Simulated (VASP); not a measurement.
# KRuSe3 (Pm-3m) in VASP: further runs

The runs below take KRuSe3 through single point, with PBE.

Everything below comes from runs of VASP 6.6.1. Logs are shortened: lines on timing, memory, paths and dates and some standing lists are left out, and cuts for length are marked.

### 1 The cell of the first run

Symmetry: Pm-3m, No. 221, cubic system. Conventional cell: a = 5.505 Å, b = 5.505 Å, c = 5.505 Å, α = 90.00°, β = 90.00°, γ = 90.00°. Within 3.6 Å of K (site symmetry m-3m) lie 6 Se at 2.75 Å. Within 5.1 Å of Ru (site symmetry m-3m) lie 12 Se at 3.89 Å and 8 K at 4.77 Å. Within 3.6 Å of Se (site symmetry 4/mmm) lie 2 K at 2.75 Å.

The cell was built from a structure type or drawn by symmetry, and may not be a known phase.

### 2 Single point, PBE, collinear spin, ferromagnetic start

File INCAR:

```
SYSTEM = KRuSe3
PREC = Accurate
ENCUT = 520
EDIFF = 1E-6
ISMEAR = 0
SIGMA = 0.1
LREAL = .FALSE.
LASPH = .TRUE.
NELM = 150
ALGO = Normal
ISIF = 2
LWAVE = .FALSE.
LCHARG = .FALSE.
ISPIN = 2
MAGMOM = 0 3.44 -0.27 -0.27 -0.27
LORBIT = 11
LMAXMIX = 4
GGA = PE
NBANDS = 32
```

File KPOINTS:

```
regular mesh
0
G
  8 8 8
  0 0 0
```

File POSCAR:

```
KRuSe3
1.0
    5.5053870044      0.0000000000      0.0000000000
    0.0000000000      5.5053870044      0.0000000000
    0.0000000000      0.0000000000      5.5053870044
K Ru Se
1 1 3
Direct
    0.0000000000      0.0000000000      0.0000000000
    0.5000000000      0.5000000000      0.5000000000
    0.5000000000      0.0000000000      0.0000000000
    0.0000000000      0.5000000000      0.0000000000
    0.0000000000      0.0000000000      0.5000000000
```

Potentials or basis: VASP PAW PBE potentials, release 64 (K_sv, Ru_pv, Se).

On the command line:

```sh
$ cat potpaw_PBE.64/K_sv/POTCAR potpaw_PBE.64/Ru_pv/POTCAR potpaw_PBE.64/Se/POTCAR > POTCAR
$ mpirun -np 1 vasp_std > vasp.out
```

OUTCAR:

```text
SYSTEM = KRuSe3
   PREC = Accurate
   ENCUT = 520
   EDIFF = 1E-6
   ISMEAR = 0
   LREAL = .FALSE.
   LASPH = .TRUE.
   NELM = 150
   ISIF = 2
   ISPIN = 2
   LORBIT = 11
   GGA = PE

 ion  position               nearest neighbor table
   1  0.000  0.000  0.000-   3 2.75   4 2.75   5 2.75   5 2.75   4 2.75   3 2.75
   2  0.500  0.500  0.500-
   3  0.500  0.000  0.000-   1 2.75   1 2.75
   4  0.000  0.500  0.000-   1 2.75   1 2.75
   5  0.000  0.000  0.500-   1 2.75   1 2.75

  LATTYP: Found a simple cubic cell.
 ALAT       =     5.5053870044

  Lattice vectors:

 A1 = (   5.5053870044,   0.0000000000,   0.0000000000)
 A2 = (   0.0000000000,   5.5053870044,   0.0000000000)
 A3 = (   0.0000000000,   0.0000000000,   5.5053870044)

Analysis of symmetry for initial positions (statically):
=====================================================================
 Subroutine PRICEL returns:
 Original cell was already a primitive cell.

 Routine SETGRP: Setting up the symmetry group for a
 simple cubic supercell.

 Subroutine GETGRP returns: Found 48 space group operations
 (whereof 48 operations were pure point group operations)
 out of a pool of 48 trial point group operations.

The static configuration has the point symmetry O_h .

Analysis of symmetry for dynamics (positions and initial velocities):
=====================================================================
 Subroutine PRICEL returns:
 Original cell was already a primitive cell.

 Routine SETGRP: Setting up the symmetry group for a
 simple cubic supercell.

 Subroutine GETGRP returns: Found 48 space group operations
 (whereof 48 operations were pure point group operations)
 out of a pool of 48 trial point group operations.

The dynamic configuration has the point symmetry O_h .

Analysis of structural, dynamic, and magnetic symmetry:
=====================================================================
 Subroutine PRICEL returns:
 Original cell was already a primitive cell.

 Routine SETGRP: Setting up the symmetry group for a
 simple cubic supercell.

 Subroutine GETGRP returns: Found 48 space group operations
 (whereof 48 operations were pure point group operations)
 out of a pool of 48 trial point group operations.

The overall configuration has the point symmetry O_h .

 Subroutine INISYM returns: Found 48 space group operations
 (whereof 48 operations are pure point group operations),
 and found     1 'primitive' translations

----------------------------------------------------------------------------------------

                                     Primitive cell

  volume of cell :     166.8643

  direct lattice vectors                    reciprocal lattice vectors
     5.505387004  0.000000000  0.000000000     0.181640273  0.000000000  0.000000000
     0.000000000  5.505387004  0.000000000     0.000000000  0.181640273  0.000000000
     0.000000000  0.000000000  5.505387004     0.000000000  0.000000000  0.181640273

  length of vectors
     5.505387004  5.505387004  5.505387004     0.181640273  0.181640273  0.181640273

  position of ions in fractional coordinates (direct lattice)
     0.000000000  0.000000000  0.000000000
     0.500000000  0.500000000  0.500000000
     0.500000000  0.000000000  0.000000000
     0.000000000  0.500000000  0.000000000
     0.000000000  0.000000000  0.500000000

  ion indices of the primitive-cell ions
   primitive index   ion index
                 1           1
                 2           2
                 3           3
                 4           4
                 5           5

----------------------------------------------------------------------------------------

 KPOINTS: regular mesh

Automatic generation of k-mesh.
 Grid dimensions read from file:
 generate k-points for:    8    8    8

 Generating k-lattice:

  Cartesian coordinates                     Fractional coordinates (reciprocal lattice)
     0.022705034  0.000000000  0.000000000     0.125000000  0.000000000  0.000000000
     0.000000000  0.022705034  0.000000000     0.000000000  0.125000000  0.000000000
     0.000000000  0.000000000  0.022705034     0.000000000  0.000000000  0.125000000

  Length of vectors
     0.022705034  0.022705034  0.022705034

  Shift w.r.t. Gamma in fractional coordinates (k-lattice)
     0.000000000  0.000000000  0.000000000

 Subroutine IBZKPT returns following result:
 ===========================================

 Found     35 irreducible k-points:

 Following reciprocal coordinates:
            Coordinates               Weight
  0.000000  0.000000  0.000000      1.000000
  0.125000  0.000000  0.000000      6.000000
  0.250000  0.000000  0.000000      6.000000
  0.375000  0.000000  0.000000      6.000000
  0.500000  0.000000  0.000000      3.000000
  0.125000  0.125000  0.000000     12.000000
[... 16 lines left out ...]
  0.375000  0.375000  0.125000     24.000000
  0.500000  0.375000  0.125000     24.000000
 [... further k-points ...]
   k-points           NKPTS =     35   k-points in BZ     NKDIM =     35   number of bands    NBANDS=     32
   number of dos      NEDOS =    301   number of ions     NIONS =      5
   total plane-waves  NPLWV =  74088
   dimension x,y,z NGX =    42 NGY =   42 NGZ =   42
   dimension x,y,z NGXF=    84 NGYF=   84 NGZF=   84
   ions per type =               1   1   3
   NGX,Y,Z   is equivalent  to a cutoff of  12.68, 12.68, 12.68 a.u.
   NGXF,Y,Z  is equivalent  to a cutoff of  25.37, 25.37, 25.37 a.u.
 SYSTEM =  KRuSe3
   PREC   = accura    normal or accurate (medium, high low for compatibility)
   ISTART =      0    job   : 0-new  1-cont  2-samecut
   ICHARG =      2    charge: 1-file 2-atom 10-const
   ISPIN  =      2    spin polarized calculation?
   LNONCOLLINEAR =      F non collinear calculations
   LSORBIT =      F    spin-orbit coupling
   LASPH  =      T    aspherical Exc in radial PAW
   ENCUT  =  520.0 eV  38.22 Ry    6.18 a.u.  10.24 10.24 10.24*2*pi/ulx,y,z
   NELM   =    150;   NELMIN=  2; NELMDL= -5     # of ELM steps
   EDIFF  = 0.1E-05   stopping-criterion for ELM
   LREAL  =      F    real-space projection
   EDIFFG = 0.1E-04   stopping-criterion for IOM
   NSW    =      0    number of steps for IOM
   IBRION =     -1    ionic relax: 0-MD 1-quasi-New 2-CG
   NFREE  =      0    steps in history (QN), initial steepest desc. (CG)
   ISIF   =      2    stress and relaxation
   ISYM   =      2    0-nonsym 1-usesym 2-fastsym
   POTIM  = 0.5000    time-step for ionic-motion
   TEBEG  =    0.0;   TEEND  =   0.0 temperature during run
   PSTRESS=    0.0 pullay stress
   NELECT =      41.0000    total number of electrons
   NUPDOWN=      -1.0000    fix difference up-down
   EMIN   =  10.00;   EMAX   =-10.00  energy-range for DOS
   EFERMI =   0.00;   METHOD = LEGACY
   ISMEAR =     0;   SIGMA  =   0.10  broadening in eV -4-tet -1-fermi 0-gaus
   EFERMI_NEDOS =   21; number of points for ismear=-14 and -15
   IALGO  =     38    algorithm
   IMIX   =      4    mixing-type and parameters
     AMIX     =   0.40;   BMIX     =  1.00
     AMIX_MAG =   1.60;   BMIX_MAG =  1.00
  volume/ion in A,a.u.               =      33.37       225.21
  Fermi-wavevector in a.u.,A,eV,Ry     =   1.025372  1.937673 14.305008  1.051388
  Thomas-Fermi vector in A             =   2.159209
   LORBIT       =     11    0 simple, 1 ext, 2 COOP (PROOUT), +10 PAW based schemes
   GGA     = PE    functional components
   LHFCALC =     F    Hartree Fock is set to
   AEXX    =    0.0000 exact exchange contribution
   IVDW    =     0    specifies the selected vdW correction
   LEPSILON=     F    determine dielectric tensor
   LRPA    =     F    only Hartree local field effects (RPA)
 spin polarized calculation
 Gauss-broadening in eV      SIGMA  =   0.10
  energy-cutoff  :      520.00
  volume of cell :      166.86
 maximum number of plane-waves:      4632
 NGX is ok and might be reduce to    42
   NGX = 21   NGY = 21   NGZ = 21

 number of electron      40.9999984 magnetization       2.7704733

 Free energy of the ion-electron system (eV)
  ---------------------------------------------------
  ext. energy  EPLUGINS =         0.00000000
  ---------------------------------------------------
  free energy    TOTEN  =       -12.09866088 eV

  energy without entropy =      -12.02699516  energy(sigma->0) =      -12.06282802

 E-fermi :   0.5921     XC(G=0):  -8.2525

 val. band max:        0.5920054765   @ k =   0.2500   0.1250   0.1250
 cond. band min:       0.5940706718   @ k =   0.3750   0.1250   0.0000
 fundamental gap:      0.0020651953
 Fermi energy:         0.5920799838

 spin component 1

 k-point     1 :       0.0000    0.0000    0.0000
  band No.  band energies     occupation
      1     -43.0739      1.00000
      2     -43.0739      1.00000
      3     -43.0739      1.00000
      4     -27.4727      1.00000
      5     -11.3408      1.00000
      6     -11.3408      1.00000
[... 829 lines left out ...]
     31       8.7513      0.00000
     32       9.0118      0.00000

 [... further k-points ...]

 spin component 2

 k-point     1 :       0.0000    0.0000    0.0000
  band No.  band energies     occupation
      1     -40.8657      1.00000
      2     -40.8657      1.00000
      3     -40.8657      1.00000
      4     -27.4979      1.00000
      5     -11.3700      1.00000
      6     -11.3700      1.00000
[... 829 lines left out ...]
     31       8.7800      0.00000
     32       8.9987      0.00000

 [... further k-points ...]

------------------------ aborting loop because EDIFF is reached ----------------------------------------

  FORCE on cell =-STRESS in cart. coord.  units (eV):
  Direction    XX          YY          ZZ          XY          YZ          ZX
  --------------------------------------------------------------------------------------
  -------------------------------------------------------------------------------------
  Total        0.1020647      0.1020647      0.1020647     -0.0000000     -0.0000000      0.0000000
  in kB        0.9799926      0.9799926      0.9799926     -0.0000000     -0.0000000      0.0000000
  external PRESSURE =       0.9799926 kB  Pullay stress =       0.0000000 kB

 VOLUME and BASIS-vectors are now :
 -----------------------------------------------------------------------------
  energy-cutoff  :      520.00
  volume of cell :      166.86
      direct lattice vectors                 reciprocal lattice vectors
     5.505387004  0.000000000  0.000000000     0.181640273  0.000000000  0.000000000
     0.000000000  5.505387004  0.000000000     0.000000000  0.181640273  0.000000000
     0.000000000  0.000000000  5.505387004     0.000000000  0.000000000  0.181640273

 POSITION                                       TOTAL-FORCE (eV/Angst)
 -----------------------------------------------------------------------------------
      0.00000      0.00000      0.00000         0.000000      0.000000      0.000000
      2.75269      2.75269      2.75269         0.000000      0.000000      0.000000
      2.75269      0.00000      0.00000         0.000000      0.000000      0.000000
      0.00000      2.75269      0.00000         0.000000      0.000000      0.000000
      0.00000      0.00000      2.75269         0.000000      0.000000      0.000000
 -----------------------------------------------------------------------------------
    total drift:                                0.000000      0.000000     -0.000000

  FREE ENERGIE OF THE ION-ELECTRON SYSTEM (eV)
  ---------------------------------------------------
  free  energy   TOTEN  =       -12.0986608760 eV

  energy  without entropy=      -12.0269951607  energy(sigma->0) =      -12.06282802

 total charge

# of ion       s       p       d       tot
------------------------------------------
    1        1.995   5.600   0.138   7.733
    2        0.111   5.990   5.899  12.000
    3        1.500   2.168   0.007   3.675
    4        1.500   2.168   0.007   3.675
    5        1.500   2.168   0.007   3.675
--------------------------------------------------
tot          6.607  18.095   6.057  30.760

 magnetization (x)

# of ion       s       p       d       tot
------------------------------------------
    1        0.000  -0.016  -0.004  -0.020
    2        0.034   0.009   2.898   2.942
    3       -0.001  -0.093  -0.000  -0.095
    4       -0.001  -0.093  -0.000  -0.095
    5       -0.001  -0.093  -0.000  -0.095
--------------------------------------------------
tot          0.031  -0.286   2.894   2.638
```

Wall time 5.3 min (1 thread of AMD EPYC 9R45 (Zen 5), shared host); peak memory 0.47 GiB.

Results:

```yaml
Free_energy: -12.0987 eV
Pressure: 0.1 GPa
Net_moment: 2.77 μB per cell
Site_moments: K -0.02; Ru +2.94; Se -0.10 μB
Valence_electrons_inside_the_program's_atomic_spheres: K 7.73; Ru 12.00; Se 3.67
```

(Part 1 of 2 ends here.)
